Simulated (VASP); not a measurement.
Wanted: the native input for a VASP 6.6.1 run.

```
Task                   : single point
Functional             : PBE
Potentials or basis    : VASP PAW PBE potentials, release 64 (B, P)
Cutoff                 : 520 eV
k mesh                 : 12 × 12 × 12
Occupations            : gaussian, width 0.05 eV
Spin                   : no spin polarisation
Dipole correction      : no
Further INCAR settings : ALGO = Normal; EDIFF = 1e-07; NBANDS = 11
```

The structure of BP lies in POSCAR:

```
BP
1.0
    0.0000000000      2.4204814689      2.2335346211
    2.2335346211      0.0000000000      2.2335346211
    2.2335346211      2.4204814689      0.0000000000
B P
1 1
Direct
    0.0000000000      0.0000000000      0.0000000000
    0.7500000000      0.7500000000      0.7500000000
```

These files were run (other wordings do the same):

INCAR

```
ALGO     = Normal         # electronic algorithm
EDIFF    = 1E-7           # SCF threshold, eV
ENCUT    = 520            # plane-wave cutoff, eV
GGA      = PE             # functional
ISIF     = 2              # what is computed and relaxed
ISMEAR   = 0              # smearing method
LASPH    = True           # aspherical terms in the spheres
LCHARG   = False          # write CHGCAR
LREAL    = False          # projectors in reciprocal space
LWAVE    = False          # write WAVECAR
NBANDS   = 11             # bands
NELM     = 80             # most SCF steps
PREC     = Accurate       # precision mode
SIGMA    = 0.05           # smearing width, eV
```

KPOINTS

```
k-points
0
Gamma
  12 12 12
```

Potentials or basis: VASP PAW PBE potentials, release 64 (B, P).

Run with:

```bash
$ cat potpaw_PBE.64/B/POTCAR potpaw_PBE.64/P/POTCAR > POTCAR
$ mpirun -np 1 vasp_std > vasp.out
```

Results of the run:

The pressure is -4.3 GPa. The band gap on the k mesh is 0.68 eV (least direct gap 2.96 eV).

Caveat: the cell stands under tension.

Run time: 40 s on 1 thread of Intel Xeon 8259CL, with other jobs on the host, peak memory 0.16 GiB.
